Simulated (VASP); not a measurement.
# Ni (Fm-3m) in VASP: a series of runs

Runs on Ni. Level: PBE. Tasks: single point.

Program: VASP 6.6.1. These are calculated values, not measurements. Logs are shortened: lines on timing, memory, paths and dates and some standing lists are left out, and cuts for length are marked.

## (1) The cell of the first run

It takes space group Fm-3m (No. 225, cubic). Conventional cell: a = 3.519 Å, b = 3.519 Å, c = 3.519 Å, α = 90.00°, β = 90.00°, γ = 90.00°. Ni (site symmetry m-3m) has 12 Ni at 2.49 Å within 3.3 Å.

## (2) Single point, PBE, collinear spin, ferromagnetic start

The input, INCAR:

```
SYSTEM = Ni
PREC     = Accurate       ! precision mode
ENCUT    = 520            ! plane-wave cutoff, eV
EDIFF    = 1E-6           ! SCF threshold, eV
ISMEAR   = -1             ! smearing method
SIGMA    = 0.05           ! smearing width, eV
LREAL    = .FALSE.        ! projectors in reciprocal space
LASPH    = .TRUE.         ! aspherical terms in the spheres
NELM     = 150            ! most SCF steps
ALGO     = Normal         ! electronic algorithm
ISIF     = 2              ! what is computed and relaxed
LWAVE    = .FALSE.        ! write WAVECAR
LCHARG   = .FALSE.        ! write CHGCAR
ISPIN    = 2              ! spin polarisation
MAGMOM   = 1 1            ! initial moments
LORBIT   = 11             ! projections on sites
LMAXMIX  = 4              ! l up to which the mixer works
GGA      = PE             ! functional
NBANDS   = 21             ! bands
```

The input, KPOINTS:

```
Automatic mesh
0
G
  15 10 15
  0 0 0
```

The input, POSCAR:

```
Ni
1.0
   -1.7593078052      1.7593078052      0.0000000000
    0.0000000000      0.0000000000      3.5186156104
    1.7593078052      1.7593078052      0.0000000000
Ni
2
Direct
    0.0000000000      0.0000000000      0.0000000000
    0.5000000000      0.5000000000      0.5000000000
```

Potentials or basis: VASP PAW PBE potentials, release 64 (Ni).

Command:

```
$ cat potpaw_PBE.64/Ni/POTCAR > POTCAR
$ mpirun -np 1 vasp_std > vasp.out
```

OUTCAR:

```text
SYSTEM = Ni
   PREC = Accurate
   ENCUT = 520
   EDIFF = 1E-6
   ISMEAR = -1
   LREAL = .FALSE.
   LASPH = .TRUE.
   NELM = 150
   ISIF = 2
   ISPIN = 2
   LORBIT = 11
   GGA = PE

 ion  position               nearest neighbor table
   1  0.000  0.000  0.000-   2 2.49   2 2.49   2 2.49   2 2.49   2 2.49   2 2.49   2 2.49   2 2.49

   2  0.500  0.500  0.500-   1 2.49   1 2.49   1 2.49   1 2.49   1 2.49   1 2.49   1 2.49   1 2.49

  LATTYP: Found a simple tetragonal cell.
 ALAT       =     2.4880369585
 C/A-ratio  =     1.4142135624

  Lattice vectors:

 A1 = (   1.7593078052,  -1.7593078052,   0.0000000000)
 A2 = (   1.7593078052,   1.7593078052,   0.0000000000)
 A3 = (   0.0000000000,   0.0000000000,   3.5186156104)

Analysis of symmetry for initial positions (statically):
=====================================================================
 Subroutine PRICEL returns following result:

  LATTYP: Found a face centered cubic cell.
 ALAT       =     3.5186156104
[... 12 lines left out ...]
 Subroutine GETGRP returns: Found 16 space group operations
 (whereof 16 operations were pure point group operations)
 out of a pool of 16 trial point group operations.

The static configuration has the point symmetry D_4h.

Analysis of symmetry for dynamics (positions and initial velocities):
=====================================================================
 Subroutine PRICEL returns following result:

  LATTYP: Found a face centered cubic cell.
 ALAT       =     3.5186156104
[... 12 lines left out ...]
 Subroutine GETGRP returns: Found 16 space group operations
 (whereof 16 operations were pure point group operations)
 out of a pool of 16 trial point group operations.

The dynamic configuration has the point symmetry D_4h.

Analysis of structural, dynamic, and magnetic symmetry:
=====================================================================
 Subroutine PRICEL returns following result:

  LATTYP: Found a face centered cubic cell.
 ALAT       =     3.5186156104
[... 12 lines left out ...]
 Subroutine GETGRP returns: Found 16 space group operations
 (whereof 16 operations were pure point group operations)
 out of a pool of 16 trial point group operations.

The overall configuration has the point symmetry D_4h.

 Subroutine INISYM returns: Found 16 space group operations
 (whereof 16 operations are pure point group operations),
 and found     2 'primitive' translations

----------------------------------------------------------------------------------------

[... 111 lines left out ...]
  volume/ion in A,a.u.               =      10.89        73.49
  Fermi-wavevector in a.u.,A,eV,Ry     =   1.591194  3.006920 34.448548  2.531897
  Thomas-Fermi vector in A             =   2.689772
   LORBIT       =     11    0 simple, 1 ext, 2 COOP (PROOUT), +10 PAW based schemes
   GGA     = PE    functional components
   LHFCALC =     F    Hartree Fock is set to
   AEXX    =    0.0000 exact exchange contribution
   IVDW    =     0    specifies the selected vdW correction
   LEPSILON=     F    determine dielectric tensor
   LRPA    =     F    only Hartree local field effects (RPA)
 spin polarized calculation
  energy-cutoff  :      520.00
  volume of cell :       21.78
 maximum number of plane-waves:       606
 NGX is ok and might be reduce to    20
   NGX =  9   NGY = 13   NGZ =  9

 number of electron      19.9999988 magnetization       1.2742924

 Free energy of the ion-electron system (eV)
  ---------------------------------------------------
  ext. energy  EPLUGINS =         0.00000000
  ---------------------------------------------------
  free energy    TOTEN  =       -10.95636239 eV

  energy without entropy =      -10.92875384  energy(sigma->0) =      -10.94255812

 E-fermi :   9.3611     XC(G=0): -13.2499

 val. band max:        9.3610208581   @ k =   0.4000   0.1000   0.1333
 cond. band min:       9.3642475195   @ k =   0.1333   0.4000   0.0000
 fundamental gap:      0.0032266614
 Fermi energy:         9.3610746020

 spin component 1

 k-point     1 :       0.0000    0.0000    0.0000
  band No.  band energies     occupation
      1       0.3576      1.00000
      2       4.7171      1.00000
      3       5.1646      1.00000
      4       6.9218      1.00000
      5       6.9235      1.00000
      6       6.9235      1.00000
[... 565 lines left out ...]
     20      33.6078      0.00000
     21      39.5270      0.00000

 [... further k-points ...]

 spin component 2

 k-point     1 :       0.0000    0.0000    0.0000
  band No.  band energies     occupation
      1       0.3249      1.00000
      2       5.0676      1.00000
      3       5.7917      1.00000
      4       7.6863      1.00000
      5       7.6863      1.00000
      6       7.6878      1.00000
[... 565 lines left out ...]
     20      33.6914      0.00000
     21      39.5833      0.00000

 [... further k-points ...]

------------------------ aborting loop because EDIFF is reached ----------------------------------------

  FORCE on cell =-STRESS in cart. coord.  units (eV):
  Direction    XX          YY          ZZ          XY          YZ          ZX
  --------------------------------------------------------------------------------------
  -------------------------------------------------------------------------------------
  Total        0.0030922      0.0030922     -0.0086459      0.0000000      0.0000000     -0.0000000
  in kB        0.2274533      0.2274533     -0.6359694      0.0000000      0.0000000     -0.0000000
  external PRESSURE =      -0.0603543 kB  Pullay stress =       0.0000000 kB

 VOLUME and BASIS-vectors are now :
 -----------------------------------------------------------------------------
  energy-cutoff  :      520.00
  volume of cell :       21.78
      direct lattice vectors                 reciprocal lattice vectors
    -1.759307805  1.759307805  0.000000000    -0.284202684  0.284202684  0.000000000
     0.000000000  0.000000000  3.518615610     0.000000000  0.000000000  0.284202684
     1.759307805  1.759307805  0.000000000     0.284202684  0.284202684  0.000000000

 POSITION                                       TOTAL-FORCE (eV/Angst)
 -----------------------------------------------------------------------------------
      0.00000      0.00000      0.00000        -0.000000      0.000000     -0.000000
      0.00000      1.75931      1.75931         0.000000     -0.000000      0.000000
 -----------------------------------------------------------------------------------
    total drift:                               -0.000000     -0.000000      0.000000

  FREE ENERGIE OF THE ION-ELECTRON SYSTEM (eV)
  ---------------------------------------------------
  free  energy   TOTEN  =       -10.9563623917 eV

  energy  without entropy=      -10.9287538439  energy(sigma->0) =      -10.94255812

 total charge

# of ion       s       p       d       tot
------------------------------------------
    1        0.497   0.497   8.313   9.308
    2        0.497   0.497   8.313   9.308
--------------------------------------------------
tot          0.995   0.995  16.626  18.615

 magnetization (x)

# of ion       s       p       d       tot
------------------------------------------
    1       -0.006  -0.024   0.679   0.649
    2       -0.006  -0.024   0.679   0.649
--------------------------------------------------
tot         -0.012  -0.049   1.358   1.297
```

It took 4.6 min on 1 thread of Intel Xeon 8259CL, shared host; peak memory 0.25 GiB.

What came out:

```
Free energy                                           : -10.9564 eV
Pressure                                              : 0.0 GPa
Net moment                                            : 1.27 μB per cell
Site moments                                          : Ni +0.65 μB
Valence electrons inside the program's atomic spheres : Ni 9.31
```

Levels at points of the mesh, in eV from the Fermi level:
Spin up:
| k point | band 7 | band 8 | band 9 | band 10 | band 11 | band 12 | band 13 | band 14 | band 15 | band 16 |
| --- | --- | --- | --- | --- | --- | --- | --- | --- | --- | --- |
| (0.00, 0.00, 0.00) | -1.26 | -1.26 | -0.56 | -0.48 | -0.48 | 2.45 | 9.21 | 14.81 | 14.81 | 19.71 |
| (0.00, 0.50, 0.00) | -1.60 | -1.60 | -1.60 | -1.60 | -0.91 | -0.91 | 19.25 | 19.25 | 19.25 | 19.25 |
Spin down:
| k point | band 8 | band 9 | band 10 | band 11 | band 12 | band 13 |
| --- | --- | --- | --- | --- | --- | --- |
| (0.00, 0.00, 0.00) | -0.67 | 0.07 | 0.39 | 0.39 | 2.41 | 9.46 |
| (0.00, 0.50, 0.00) | -0.80 | -0.80 | -0.80 | -0.31 | -0.31 | 19.33 |

## (3) Single point, PBE, collinear spin, ferromagnetic start

The input, INCAR:

```
ALGO     = Normal         # electronic algorithm
EDIFF    = 1E-6           # SCF threshold, eV
ENCUT    = 520            # plane-wave cutoff, eV
GGA      = PE             # functional
ISIF     = 2              # what is computed and relaxed
ISMEAR   = -1             # smearing method
ISPIN    = 2              # spin polarisation
LASPH    = T              # aspherical terms in the spheres
LCHARG   = F              # write CHGCAR
LMAXMIX  = 4              # l up to which the mixer works
LORBIT   = 11             # projections on sites
LREAL    = F              # projectors in reciprocal space
LWAVE    = F              # write WAVECAR
MAGMOM   = 1 1            # initial moments
NBANDS   = 21             # bands
NELM     = 150            # most SCF steps
PREC     = Accurate       # precision mode
SIGMA    = 0.05           # smearing width, eV
```

The input, KPOINTS:

```
k-points
0
Gamma
  15 10 15
```

POSCAR is that of step 2.

Potentials or basis: VASP PAW PBE potentials, release 64 (Ni).

Command:

```
$ cat potpaw_PBE.64/Ni/POTCAR > POTCAR
$ mpirun -np 1 vasp_std > vasp.out
```

OUTCAR:

```text
EDIFF = 1E-6
   ENCUT = 520
   GGA = PE
   ISIF = 2
   ISMEAR = -1
   ISPIN = 2
   LASPH = T
   LORBIT = 11
   LREAL = F
   NELM = 150
   PREC = Accurate

 ion  position               nearest neighbor table
   1  0.000  0.000  0.000-   2 2.49   2 2.49   2 2.49   2 2.49   2 2.49   2 2.49   2 2.49   2 2.49

   2  0.500  0.500  0.500-   1 2.49   1 2.49   1 2.49   1 2.49   1 2.49   1 2.49   1 2.49   1 2.49

  LATTYP: Found a simple tetragonal cell.
 ALAT       =     2.4880369585
 C/A-ratio  =     1.4142135624

  Lattice vectors:

 A1 = (   1.7593078052,  -1.7593078052,   0.0000000000)
 A2 = (   1.7593078052,   1.7593078052,   0.0000000000)
 A3 = (   0.0000000000,   0.0000000000,   3.5186156104)

Analysis of symmetry for initial positions (statically):
=====================================================================
 Subroutine PRICEL returns following result:

  LATTYP: Found a face centered cubic cell.
 ALAT       =     3.5186156104
[... 12 lines left out ...]
 Subroutine GETGRP returns: Found 16 space group operations
 (whereof 16 operations were pure point group operations)
 out of a pool of 16 trial point group operations.

The static configuration has the point symmetry D_4h.

Analysis of symmetry for dynamics (positions and initial velocities):
=====================================================================
 Subroutine PRICEL returns following result:

  LATTYP: Found a face centered cubic cell.
 ALAT       =     3.5186156104
[... 12 lines left out ...]
 Subroutine GETGRP returns: Found 16 space group operations
 (whereof 16 operations were pure point group operations)
 out of a pool of 16 trial point group operations.

The dynamic configuration has the point symmetry D_4h.

Analysis of structural, dynamic, and magnetic symmetry:
=====================================================================
 Subroutine PRICEL returns following result:

  LATTYP: Found a face centered cubic cell.
 ALAT       =     3.5186156104
[... 12 lines left out ...]
 Subroutine GETGRP returns: Found 16 space group operations
[... 143 lines left out ...]
  ext. energy  EPLUGINS =         0.00000000
  ---------------------------------------------------
  free energy    TOTEN  =       -10.95636239 eV

  energy without entropy =      -10.92875384  energy(sigma->0) =      -10.94255812

 E-fermi :   9.3611     XC(G=0): -13.2499

 val. band max:        9.3610208581   @ k =   0.4000   0.1000   0.1333
 cond. band min:       9.3642475195   @ k =   0.1333   0.4000   0.0000
 fundamental gap:      0.0032266614
 Fermi energy:         9.3610746020

 spin component 1

 k-point     1 :       0.0000    0.0000    0.0000
  band No.  band energies     occupation
      1       0.3576      1.00000
      2       4.7171      1.00000
      3       5.1646      1.00000
      4       6.9218      1.00000
      5       6.9235      1.00000
      6       6.9235      1.00000
[... 565 lines left out ...]
     20      33.6078      0.00000
     21      39.5270      0.00000

 [... further k-points ...]

 spin component 2

 k-point     1 :       0.0000    0.0000    0.0000
  band No.  band energies     occupation
      1       0.3249      1.00000
      2       5.0676      1.00000
      3       5.7917      1.00000
      4       7.6863      1.00000
      5       7.6863      1.00000
      6       7.6878      1.00000
[... 565 lines left out ...]
     20      33.6914      0.00000
     21      39.5833      0.00000

 [... further k-points ...]

------------------------ aborting loop because EDIFF is reached ----------------------------------------

  FORCE on cell =-STRESS in cart. coord.  units (eV):
  Direction    XX          YY          ZZ          XY          YZ          ZX
  --------------------------------------------------------------------------------------
  -------------------------------------------------------------------------------------
  Total        0.0030922      0.0030922     -0.0086459      0.0000000      0.0000000     -0.0000000
  in kB        0.2274533      0.2274533     -0.6359694      0.0000000      0.0000000     -0.0000000
  external PRESSURE =      -0.0603543 kB  Pullay stress =       0.0000000 kB

 VOLUME and BASIS-vectors are now :
 -----------------------------------------------------------------------------
  energy-cutoff  :      520.00
  volume of cell :       21.78
      direct lattice vectors                 reciprocal lattice vectors
    -1.759307805  1.759307805  0.000000000    -0.284202684  0.284202684  0.000000000
     0.000000000  0.000000000  3.518615610     0.000000000  0.000000000  0.284202684
     1.759307805  1.759307805  0.000000000     0.284202684  0.284202684  0.000000000

 POSITION                                       TOTAL-FORCE (eV/Angst)
 -----------------------------------------------------------------------------------
      0.00000      0.00000      0.00000        -0.000000      0.000000     -0.000000
      0.00000      1.75931      1.75931         0.000000     -0.000000      0.000000
 -----------------------------------------------------------------------------------
    total drift:                               -0.000000     -0.000000      0.000000

  FREE ENERGIE OF THE ION-ELECTRON SYSTEM (eV)
  ---------------------------------------------------
  free  energy   TOTEN  =       -10.9563623917 eV

  energy  without entropy=      -10.9287538439  energy(sigma->0) =      -10.94255812

 total charge

# of ion       s       p       d       tot
------------------------------------------
    1        0.497   0.497   8.313   9.308
    2        0.497   0.497   8.313   9.308
--------------------------------------------------
tot          0.995   0.995  16.626  18.615

 magnetization (x)

# of ion       s       p       d       tot
------------------------------------------
    1       -0.006  -0.024   0.679   0.649
    2       -0.006  -0.024   0.679   0.649
--------------------------------------------------
tot         -0.012  -0.049   1.358   1.297
```

stdout:

```text
POSCAR found type information on POSCAR Ni
 POSCAR found :  1 types and       2 ions
 scaLAPACK will be used
 LDA part: xc-table for (Slater+PW92), standard interpolation
 POSCAR, INCAR and KPOINTS ok, starting setup
 FFT: planning ... GRIDC
 FFT: planning ... GRID_SOFT
 FFT: planning ... GRID
 WAVECAR not read
 entering main loop
```

It took 4.7 min on 1 thread of Intel Xeon 8259CL, shared host; peak memory 0.24 GiB.

What came out:

```yaml
Free_energy: -10.9564 eV
Pressure: 0.0 GPa
Net_moment: 1.27 μB per cell
Site_moments: Ni +0.65 μB
Valence_electrons_inside_the_program's_atomic_spheres: Ni 9.31
```
